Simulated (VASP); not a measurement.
Input of a VASP 6.6.1 run:

POSCAR

```
Ga2Te2Pd
1.0
    4.4242702931      0.0000000000      0.0000000000
   -2.2121351466      3.8315304671      0.0000000000
    0.0000000000      0.0000000000     15.7301534800
Ga Te Pd
4 4 2
Direct
    0.0000000000      0.0000000000      0.3299744836
    0.0000000000      0.0000000000      0.1700255164
    0.0000000000      0.0000000000      0.8299744836
    0.0000000000      0.0000000000      0.6700255164
    0.3333333333      0.6666666667      0.0955264163
    0.3333333333      0.6666666667      0.4044735837
    0.6666666667      0.3333333333      0.5955264163
    0.6666666667      0.3333333333      0.9044735837
    0.0000000000      0.0000000000      0.5000000000
    0.0000000000      0.0000000000      0.0000000000
```

Contents of INCAR.step1:

```
SYSTEM = Ga2Te2Pd
  PREC = Accurate
  ENCUT = 520
  ISMEAR = 0
  SIGMA = 0.1
  LREAL = .FALSE.
  LASPH = .TRUE.
  NELM = 60
  NBANDS = 59
  GGA = PE
  ALGO = Normal
  EDIFF = 1E-4
  LWAVE = .TRUE.
  LCHARG = .FALSE.
```

The input INCAR.step2:

```
SYSTEM = Ga2Te2Pd
  PREC = Accurate
  ENCUT = 520
  EDIFF = 1E-7
  ISMEAR = 0
  SIGMA = 0.1
  LREAL = .FALSE.
  LASPH = .TRUE.
  NELM = 60
  ALGO = Normal
  ISIF = 2
  LWAVE = .FALSE.
  LCHARG = .FALSE.
  METAGGA = R2SCAN
  LMIXTAU = .TRUE.
  NBANDS = 59
  ISTART = 1
```

Contents of KPOINTS:

```
Automatic mesh
0
G
  12 12 2
  0 0 0
```

Potentials or basis: VASP PAW PBE potentials, release 64 (Ga_d, Te, Pd).

Launch:

```console
$ cat potpaw_PBE.64/Ga_d/POTCAR potpaw_PBE.64/Te/POTCAR potpaw_PBE.64/Pd/POTCAR > POTCAR
$ cp INCAR.step1 INCAR
$ mpirun -np 1 vasp_std > vasp.out
$ cp INCAR.step2 INCAR
$ mpirun -np 1 vasp_std > vasp.out
```

(1) Predict the largest force.

(2) Estimate the pressure.

(3) Estimate the band gap on the k mesh.

Answers

(1) 0.167 eV/Å.

(2) -1.6 GPa.

(3) zero (bands 48 and 49 overlap by 0.11 eV).

Caveat: the PAW data sets were made with another functional, which shifts forces and pressure a little; spin-orbit coupling is left out, which moves the levels of the heavy elements.
